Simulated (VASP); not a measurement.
# PbS (rock salt) (Fm-3m) in VASP: further runs

PbS (rock salt) is run at these levels: PBE; tasks: single point.

Everything below comes from runs of VASP 6.6.1. Logs are shortened: lines on timing, memory, paths and dates and some standing lists are left out, and cuts for length are marked.

## 1. The cell of the first run

Symmetry: Fm-3m, No. 225, cubic system. The conventional cell has a = 5.510 Å, b = 5.510 Å, c = 5.510 Å, α = 90.00°, β = 90.00°, γ = 90.00°. Within 3.6 Å of Pb (site symmetry m-3m) lie 6 S at 2.76 Å. S (site symmetry m-3m) has 6 Pb at 2.76 Å within 3.6 Å.

## 2. Single point, PBE (volume scaled by 0.8)

The input, INCAR:

```
ALGO = Normal
EDIFF = 1E-6
ENCUT = 500
GGA = PE
GGA_COMPAT = F
ISIF = 2
ISMEAR = 0
LASPH = T
LCHARG = F
LREAL = F
LWAVE = F
NBANDS = 17
NELM = 120
PREC = Accurate
SIGMA = 0.03
```

The input, KPOINTS:

```
k-points
0
Gamma
  12 12 12
```

The input, POSCAR:

```
PbS
1.0
    0.0000000000      2.7552471316      2.7552471316
    2.7552471316      0.0000000000      2.7552471316
    2.7552471316      2.7552471316      0.0000000000
Pb S
1 1
Direct
    0.0000000000      0.0000000000      0.0000000000
    0.5000000000      0.5000000000      0.5000000000
```

Potentials or basis: VASP PAW PBE potentials, release 64 (Pb_d, S).

Launch:

```sh
> cat potpaw_PBE.64/Pb_d/POTCAR potpaw_PBE.64/S/POTCAR > POTCAR
> mpirun -np 1 vasp_std > vasp.out
```

OUTCAR:

```text
EDIFF = 1E-6
   ENCUT = 500
   GGA = PE
   ISIF = 2
   ISMEAR = 0
   LASPH = T
   LREAL = F
   NELM = 120
   PREC = Accurate

 ion  position               nearest neighbor table
   1  0.000  0.000  0.000-   2 2.76   2 2.76   2 2.76   2 2.76   2 2.76   2 2.76
   2  0.500  0.500  0.500-   1 2.76   1 2.76   1 2.76   1 2.76   1 2.76   1 2.76

  LATTYP: Found a face centered cubic cell.
 ALAT       =     5.5104942632

  Lattice vectors:

 A1 = (   0.0000000000,   2.7552471316,   2.7552471316)
 A2 = (   2.7552471316,   0.0000000000,   2.7552471316)
 A3 = (   2.7552471316,   2.7552471316,   0.0000000000)

Analysis of symmetry for initial positions (statically):
=====================================================================
 Subroutine PRICEL returns:
 Original cell was already a primitive cell.

 Routine SETGRP: Setting up the symmetry group for a
 face centered cubic supercell.

 Subroutine GETGRP returns: Found 48 space group operations
 (whereof 48 operations were pure point group operations)
 out of a pool of 48 trial point group operations.

The static configuration has the point symmetry O_h .

Analysis of symmetry for dynamics (positions and initial velocities):
=====================================================================
 Subroutine PRICEL returns:
 Original cell was already a primitive cell.

 Routine SETGRP: Setting up the symmetry group for a
 face centered cubic supercell.

 Subroutine GETGRP returns: Found 48 space group operations
 (whereof 48 operations were pure point group operations)
 out of a pool of 48 trial point group operations.

The dynamic configuration has the point symmetry O_h .

 Subroutine INISYM returns: Found 48 space group operations
 (whereof 48 operations are pure point group operations),
 and found     1 'primitive' translations

----------------------------------------------------------------------------------------

                                     Primitive cell

  volume of cell :      41.8323

  direct lattice vectors                    reciprocal lattice vectors
     0.000000000  2.755247132  2.755247132    -0.181471925  0.181471925  0.181471925
     2.755247132  0.000000000  2.755247132     0.181471925 -0.181471925  0.181471925
     2.755247132  2.755247132  0.000000000     0.181471925  0.181471925 -0.181471925

  length of vectors
     3.896507861  3.896507861  3.896507861     0.314318594  0.314318594  0.314318594

  position of ions in fractional coordinates (direct lattice)
     0.000000000  0.000000000  0.000000000
     0.500000000  0.500000000  0.500000000

  ion indices of the primitive-cell ions
   primitive index   ion index
                 1           1
                 2           2

----------------------------------------------------------------------------------------

 KPOINTS: k-points

Automatic generation of k-mesh.
 Grid dimensions read from file:
 generate k-points for:   12   12   12

 Generating k-lattice:

  Cartesian coordinates                     Fractional coordinates (reciprocal lattice)
    -0.015122660  0.015122660  0.015122660     0.083333333  0.000000000  0.000000000
     0.015122660 -0.015122660  0.015122660     0.000000000  0.083333333  0.000000000
     0.015122660  0.015122660 -0.015122660     0.000000000  0.000000000  0.083333333

  Length of vectors
     0.026193216  0.026193216  0.026193216

  Shift w.r.t. Gamma in fractional coordinates (k-lattice)
     0.000000000  0.000000000  0.000000000

 Subroutine IBZKPT returns following result:
 ===========================================

 Found     72 irreducible k-points:

 Following reciprocal coordinates:
            Coordinates               Weight
  0.000000  0.000000  0.000000      1.000000
  0.083333  0.000000  0.000000      8.000000
  0.166667  0.000000  0.000000      8.000000
  0.250000  0.000000  0.000000      8.000000
  0.333333  0.000000  0.000000      8.000000
  0.416667  0.000000  0.000000      8.000000
[... 16 lines left out ...]
  0.500000  0.166667  0.000000     24.000000
 -0.416667  0.166667  0.000000     24.000000
 [... further k-points ...]
   k-points           NKPTS =     72   k-points in BZ     NKDIM =     72   number of bands    NBANDS=     17
   number of dos      NEDOS =    301   number of ions     NIONS =      2
   total plane-waves  NPLWV =  21952
   dimension x,y,z NGX =    28 NGY =   28 NGZ =   28
   dimension x,y,z NGXF=    56 NGYF=   56 NGZF=   56
   ions per type =               1   1
   NGX,Y,Z   is equivalent  to a cutoff of  11.95, 11.95, 11.95 a.u.
   NGXF,Y,Z  is equivalent  to a cutoff of  23.89, 23.89, 23.89 a.u.
 SYSTEM =  unknown system
   PREC   = accura    normal or accurate (medium, high low for compatibility)
   ISTART =      0    job   : 0-new  1-cont  2-samecut
   ICHARG =      2    charge: 1-file 2-atom 10-const
   ISPIN  =      1    spin polarized calculation?
   LNONCOLLINEAR =      F non collinear calculations
   LSORBIT =      F    spin-orbit coupling
   LASPH  =      T    aspherical Exc in radial PAW
   ENCUT  =  500.0 eV  36.75 Ry    6.06 a.u.   7.10  7.10  7.10*2*pi/ulx,y,z
   NELM   =    120;   NELMIN=  2; NELMDL= -5     # of ELM steps
   EDIFF  = 0.1E-05   stopping-criterion for ELM
   LREAL  =      F    real-space projection
   EDIFFG = 0.1E-04   stopping-criterion for IOM
   NSW    =      0    number of steps for IOM
   IBRION =     -1    ionic relax: 0-MD 1-quasi-New 2-CG
   NFREE  =      0    steps in history (QN), initial steepest desc. (CG)
   ISIF   =      2    stress and relaxation
   ISYM   =      2    0-nonsym 1-usesym 2-fastsym
   POTIM  = 0.5000    time-step for ionic-motion
   TEBEG  =    0.0;   TEEND  =   0.0 temperature during run
   PSTRESS=    0.0 pullay stress
   NELECT =      20.0000    total number of electrons
   NUPDOWN=      -1.0000    fix difference up-down
   EMIN   =  10.00;   EMAX   =-10.00  energy-range for DOS
   EFERMI =   0.00;   METHOD = LEGACY
   ISMEAR =     0;   SIGMA  =   0.03  broadening in eV -4-tet -1-fermi 0-gaus
   EFERMI_NEDOS =   21; number of points for ismear=-14 and -15
   IALGO  =     38    algorithm
   IMIX   =      4    mixing-type and parameters
     AMIX     =   0.40;   BMIX     =  1.00
     AMIX_MAG =   1.60;   BMIX_MAG =  1.00
  volume/ion in A,a.u.               =      20.92       141.15
  Fermi-wavevector in a.u.,A,eV,Ry     =   1.280111  2.419059 22.295649  1.638684
  Thomas-Fermi vector in A             =   2.412558
   LORBIT       =      0    0 simple, 1 ext, 2 COOP (PROOUT), +10 PAW based schemes
   GGA     = PE    functional components
   LHFCALC =     F    Hartree Fock is set to
   AEXX    =    0.0000 exact exchange contribution
   IVDW    =     0    specifies the selected vdW correction
   LEPSILON=     F    determine dielectric tensor
   LRPA    =     F    only Hartree local field effects (RPA)
 non-spin polarized calculation
 Gauss-broadening in eV      SIGMA  =   0.03
  energy-cutoff  :      500.00
  volume of cell :       41.83
 maximum number of plane-waves:      1074
   NGX = 15   NGY = 15   NGZ = 15

 number of electron      20.0000006 magnetization

 Free energy of the ion-electron system (eV)
  ---------------------------------------------------
  ext. energy  EPLUGINS =         0.00000000
  ---------------------------------------------------
  free energy    TOTEN  =        -8.03585635 eV

  energy without entropy =       -8.03585635  energy(sigma->0) =       -8.03585635

 E-fermi :   8.9835     XC(G=0): -10.7668

 val. band max:        8.7624684234   @ k =   0.5000   0.0000   0.0000
 cond. band min:       9.2231536707   @ k =  -0.4167   0.0833   0.0000
 fundamental gap:      0.4606852472
 Fermi energy:         8.9835291793

 k-point     1 :       0.0000    0.0000    0.0000
  band No.  band energies     occupation
      1      -8.2972      2.00000
      2      -8.2972      2.00000
      3      -8.2972      2.00000
      4      -8.2895      2.00000
      5      -8.2895      2.00000
      6      -6.8152      2.00000
[... 9 lines left out ...]
     16      15.1512      0.00000
     17      16.9055      0.00000

 k-point     2 :       0.0833    0.0000    0.0000
  band No.  band energies     occupation
      1      -8.2973      2.00000
      2      -8.2973      2.00000
      3      -8.2971      2.00000
      4      -8.2878      2.00000
      5      -8.2878      2.00000
      6      -6.7330      2.00000
[... 9 lines left out ...]
     16      15.4808      0.00000
     17      17.7256      0.00000

 k-point     3 :       0.1667    0.0000    0.0000
  band No.  band energies     occupation
      1      -8.3114      2.00000
      2      -8.3114      2.00000
      3      -8.2978      2.00000
      4      -8.2697      2.00000
      5      -8.2697      2.00000
      6      -6.4906      2.00000
[... 9 lines left out ...]
     16      15.9129      0.00000
     17      19.3521      0.00000

 k-point     4 :       0.2500    0.0000    0.0000
  band No.  band energies     occupation
      1      -8.3316      2.00000
      2      -8.3316      2.00000
      3      -8.3001      2.00000
      4      -8.2438      2.00000
      5      -8.2438      2.00000
      6      -6.1057      2.00000
[... 9 lines left out ...]
     16      16.5596      0.00000
     17      21.2628      0.00000
[... 343 lines left out ...]
      1      -8.4660      2.00000
      2      -8.3175      2.00000
      3      -8.3042      2.00000
      4      -8.2296      2.00000
      5      -8.1918      2.00000
      6      -5.1114      2.00000
[... 9 lines left out ...]
     16      19.0855      0.00000
     17      21.0699      0.00000

 k-point    23 :       0.5000    0.1667    0.0000
  band No.  band energies     occupation
      1      -8.4676      2.00000
      2      -8.3347      2.00000
      3      -8.2941      2.00000
      4      -8.2246      2.00000
      5      -8.1859      2.00000
      6      -4.7188      2.00000
[... 9 lines left out ...]
     16      19.6294      0.00000
     17      20.0439      0.00000

 k-point    24 :      -0.4167    0.1667    0.0000
  band No.  band energies     occupation
      1      -8.4516      2.00000
      2      -8.3459      2.00000
      3      -8.2872      2.00000
      4      -8.2229      2.00000
      5      -8.1943      2.00000
      6      -4.6607      2.00000
[... 9 lines left out ...]
     16      18.7594      0.00000
     17      20.8270      0.00000

 [... further k-points ...]
[... 5 lines left out ...]
  --------------------------------------------------------------------------------------
  -------------------------------------------------------------------------------------
  Total        6.1735608      6.1735608      6.1735608     -0.0000000     -0.0000000      0.0000000
  in kB      236.4474512    236.4474512    236.4474512     -0.0000000     -0.0000000      0.0000000
  external PRESSURE =     236.4474512 kB  Pullay stress =       0.0000000 kB

 VOLUME and BASIS-vectors are now :
 -----------------------------------------------------------------------------
  energy-cutoff  :      500.00
  volume of cell :       41.83
      direct lattice vectors                 reciprocal lattice vectors
     0.000000000  2.755247132  2.755247132    -0.181471925  0.181471925  0.181471925
     2.755247132  0.000000000  2.755247132     0.181471925 -0.181471925  0.181471925
     2.755247132  2.755247132  0.000000000     0.181471925  0.181471925 -0.181471925

 POSITION                                       TOTAL-FORCE (eV/Angst)
 -----------------------------------------------------------------------------------
      0.00000      0.00000      0.00000        -0.000000     -0.000000     -0.000000
      2.75525      2.75525      2.75525         0.000000      0.000000      0.000000
 -----------------------------------------------------------------------------------
    total drift:                                0.000000      0.000000      0.000000

  FREE ENERGIE OF THE ION-ELECTRON SYSTEM (eV)
  ---------------------------------------------------
  free  energy   TOTEN  =        -8.0358563535 eV

  energy  without entropy=       -8.0358563535  energy(sigma->0) =       -8.03585635
```

Run time: 61 s. Hardware: 1 thread of AMD EPYC 7R13, shared host; peak memory 0.16 GiB.

Results:

- Free energy: -8.0359 eV
- Pressure: 23.6 GPa
- Band gap on the k mesh: 0.46 eV, indirect (least direct gap 0.50 eV)

Caveat: spin-orbit coupling is left out, which moves the levels of the heavy elements.

## 3. Single point, PBE (volume scaled by 0.85)

The input, INCAR:

```
SYSTEM = PbS
ALGO = Normal ; EDIFF = 1E-6
ENCUT = 500 ; GGA = PE
GGA_COMPAT = .FALSE. ; ISIF = 2
ISMEAR = 0 ; LASPH = .TRUE.
LCHARG = .TRUE. ; LELF = .TRUE.
LREAL = .FALSE. ; LVHAR = .TRUE.
LWAVE = .FALSE. ; NBANDS = 17
NELM = 120 ; PREC = Accurate
SIGMA = 0.03
```

The input, KPOINTS:

```
k-points
0
G
  12 12 12
  0 0 0
```

The input, POSCAR:

```
PbS
1.0
    0.0000000000      2.8114921280      2.8114921280
    2.8114921280      0.0000000000      2.8114921280
    2.8114921280      2.8114921280      0.0000000000
Pb S
1 1
Direct
    0.0000000000      0.0000000000      0.0000000000
    0.5000000000      0.5000000000      0.5000000000
```

Potentials or basis: VASP PAW PBE potentials, release 64 (Pb_d, S).

Launch:

```sh
> cat potpaw_PBE.64/Pb_d/POTCAR potpaw_PBE.64/S/POTCAR > POTCAR
> mpirun -np 1 vasp_std > vasp.out
```

It took 79 s on 1 thread of AMD EPYC 7R13, shared host; peak memory 0.17 GiB.

Results (log left out):

- Free energy: -8.3574 eV
- Pressure: 15.9 GPa
- Band gap on the k mesh: 0.38 eV, direct

Levels at points of the mesh, in eV from the valence-band top:
| k point | band 8 | band 9 | band 10 | band 11 | band 12 | band 13 |
| --- | --- | --- | --- | --- | --- | --- |
| (0.00, 0.00, 0.00) | -2.93 | -2.93 | -2.93 | 5.80 | 5.80 | 5.80 |
| (0.50, 0.00, 0.00) | -2.38 | -2.38 | 0.00 | 0.38 | 1.64 | 1.64 |
| (0.50, 0.50, 0.00) | -6.59 | -4.48 | -4.48 | 3.20 | 6.23 | 6.43 |

Caveat: spin-orbit coupling is left out, which moves the levels of the heavy elements. A k mesh can miss the band edges.

## 4. Single point, PBE (volume scaled by 0.89)

The input, INCAR:

```
SYSTEM = PbS
PREC = Accurate
ENCUT = 500
EDIFF = 1E-6
ISMEAR = 0
SIGMA = 0.03
LREAL = .FALSE.
LASPH = .TRUE.
NELM = 120
ALGO = Normal
ISIF = 2
LWAVE = .FALSE.
LCHARG = .FALSE.
GGA = PE
NBANDS = 17
GGA_COMPAT = .FALSE.
```

The input, KPOINTS:

```
Automatic mesh
0
G
  12 12 12
  0 0 0
```

The input, POSCAR:

```
PbS
1.0
    0.0000000000      2.8549197093      2.8549197093
    2.8549197093      0.0000000000      2.8549197093
    2.8549197093      2.8549197093      0.0000000000
Pb S
1 1
Direct
    0.0000000000      0.0000000000      0.0000000000
    0.5000000000      0.5000000000      0.5000000000
```

Potentials or basis: VASP PAW PBE potentials, release 64 (Pb_d, S).

Launch:

```sh
> cat potpaw_PBE.64/Pb_d/POTCAR potpaw_PBE.64/S/POTCAR > POTCAR
> mpirun -np 1 vasp_std > vasp.out
```

OUTCAR:

```text
SYSTEM = PbS
   PREC = Accurate
   ENCUT = 500
   EDIFF = 1E-6
   ISMEAR = 0
   LREAL = .FALSE.
   LASPH = .TRUE.
   NELM = 120
   ISIF = 2
   GGA = PE

 ion  position               nearest neighbor table
   1  0.000  0.000  0.000-   2 2.85   2 2.85   2 2.85   2 2.85   2 2.85   2 2.85
   2  0.500  0.500  0.500-   1 2.85   1 2.85   1 2.85   1 2.85   1 2.85   1 2.85

  LATTYP: Found a face centered cubic cell.
 ALAT       =     5.7098394186

  Lattice vectors:

 A1 = (   0.0000000000,   2.8549197093,   2.8549197093)
 A2 = (   2.8549197093,   0.0000000000,   2.8549197093)
 A3 = (   2.8549197093,   2.8549197093,   0.0000000000)

Analysis of symmetry for initial positions (statically):
=====================================================================
 Subroutine PRICEL returns:
 Original cell was already a primitive cell.

 Routine SETGRP: Setting up the symmetry group for a
 face centered cubic supercell.

 Subroutine GETGRP returns: Found 48 space group operations
 (whereof 48 operations were pure point group operations)
 out of a pool of 48 trial point group operations.

The static configuration has the point symmetry O_h .
[... 156 lines left out ...]
  ext. energy  EPLUGINS =         0.00000000
  ---------------------------------------------------
  free energy    TOTEN  =        -8.53372219 eV

  energy without entropy =       -8.53372162  energy(sigma->0) =       -8.53372190

 E-fermi :   7.5279     XC(G=0): -10.2328

 val. band max:        7.4613249768   @ k =   0.5000   0.0000   0.0000
 cond. band min:       7.5944121166   @ k =   0.5000   0.0000   0.0000
 fundamental gap:      0.1330871398
 Fermi energy:         7.5278685398

 k-point     1 :       0.0000    0.0000    0.0000
  band No.  band energies     occupation
      1      -9.6415      2.00000
      2      -9.6415      2.00000
      3      -9.6415      2.00000
      4      -9.6288      2.00000
      5      -9.6288      2.00000
      6      -7.2928      2.00000
[... 457 lines left out ...]
      4      -9.5885      2.00000
      5      -9.5710      2.00000
      6      -5.5516      2.00000
[... 9 lines left out ...]
     16      16.9413      0.00000
     17      19.0207      0.00000

 [... further k-points ...]
[... 5 lines left out ...]
  --------------------------------------------------------------------------------------
  -------------------------------------------------------------------------------------
  Total        3.2178663      3.2178663      3.2178663      0.0000000     -0.0000000     -0.0000000
  in kB      110.7814087    110.7814087    110.7814087      0.0000000     -0.0000000     -0.0000000
  external PRESSURE =     110.7814087 kB  Pullay stress =       0.0000000 kB

 VOLUME and BASIS-vectors are now :
 -----------------------------------------------------------------------------
  energy-cutoff  :      500.00
  volume of cell :       46.54
      direct lattice vectors                 reciprocal lattice vectors
     0.000000000  2.854919709  2.854919709    -0.175136274  0.175136274  0.175136274
     2.854919709  0.000000000  2.854919709     0.175136274 -0.175136274  0.175136274
     2.854919709  2.854919709  0.000000000     0.175136274  0.175136274 -0.175136274

 POSITION                                       TOTAL-FORCE (eV/Angst)
 -----------------------------------------------------------------------------------
      0.00000      0.00000      0.00000        -0.000000      0.000000     -0.000000
      2.85492      2.85492      2.85492         0.000000     -0.000000      0.000000
 -----------------------------------------------------------------------------------
    total drift:                               -0.000000      0.000000      0.000000

  FREE ENERGIE OF THE ION-ELECTRON SYSTEM (eV)
  ---------------------------------------------------
  free  energy   TOTEN  =        -8.5337221888 eV

  energy  without entropy=       -8.5337216169  energy(sigma->0) =       -8.53372190
```

stdout:

```text
POSCAR found type information on POSCAR PbS
 POSCAR found :  2 types and       2 ions
 scaLAPACK will be used
 LDA part: xc-table for (Slater+PW92), standard interpolation
 POSCAR, INCAR and KPOINTS ok, starting setup
 FFT: planning ... GRIDC
 FFT: planning ... GRID_SOFT
 FFT: planning ... GRID
 WAVECAR not read
 entering main loop
```

It took 82 s on 1 thread of AMD EPYC 7R13, shared host; peak memory 0.17 GiB.

What came out:

- Free energy: -8.5337 eV
- Pressure: 11.1 GPa
- Band gap on the k mesh: 0.13 eV, direct

Caveat: spin-orbit coupling is left out, which moves the levels of the heavy elements.

(Part 1 of 2 ends here.)
